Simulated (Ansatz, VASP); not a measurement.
**HgTe in VASP and in Ansatz**

```xyz
2
Lattice="0.0000 3.3145 3.3145 3.3145 0.0000 3.3145 3.3145 3.3145 0.0000" Properties=species:S:1:pos:R:3 pbc="T T T"
Hg    0.0000    0.0000    0.0000
Te    1.6573    1.6573    1.6573
```

Alike in both runs: task single point; functional PBE; k mesh 15 × 15 × 15; occupations gaussian, width 0.05 eV; non-collinear spin, spin-orbit coupling.

|  | VASP | Ansatz |
| --- | --- | --- |
| version | VASP 6.6.1 | Ansatz 0.2.0 |
| potentials or method | VASP PAW PBE potentials, release 64 (Hg, Te), cutoff 520 eV | plane waves, PAW |
| valence electrons in the cell | 18 | 36 |

VASP gave:

```
pressure (GPa)           : 0.2
net moment per atom (μB) : 0.00
```

**Question.** Estimate Ansatz's values.

**Answer.** Pressure (GPa): 0.0; net moment per atom (μB): 0.00.

VASP's potentials hold 18 valence electrons a cell and Ansatz's 36, so a difference there can come from the potentials and not from the codes.
